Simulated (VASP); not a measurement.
A run of VASP 6.6.1 is set up as follows.

File INCAR:

```
PREC = Accurate
ENCUT = 520
EDIFF = 1E-7
ISMEAR = -1
SIGMA = 0.08
LREAL = F
LASPH = T
NELM = 80
ALGO = Normal
ISIF = 2
LWAVE = F
LCHARG = F
GGA = PE
NBANDS = 13
```

Contents of KPOINTS:

```
regular mesh
0
Gamma
  18 18 18
```

Contents of POSCAR:

```
Ge
1.0
   -1.6906427853      1.6906427853      1.6906427853
    1.6906427853     -1.6906427853      1.6906427853
    1.6906427853      1.6906427853     -1.6906427853
Ge
1
Direct
    0.0000000000      0.0000000000      0.0000000000
```

Potentials or basis: VASP PAW PBE potentials, release 64 (Ge_d).

Launch:

```console
$ cat potpaw_PBE.64/Ge_d/POTCAR > POTCAR
$ mpirun -np 1 vasp_std > vasp.out
```

(1) Predict the band gap on the k mesh.

(2) Estimate the pressure.

## Answers

(1) zero (band 7 reaches 15.44 eV, above the bottom of band 8 at 3.60 eV).

(2) 0.0 GPa.
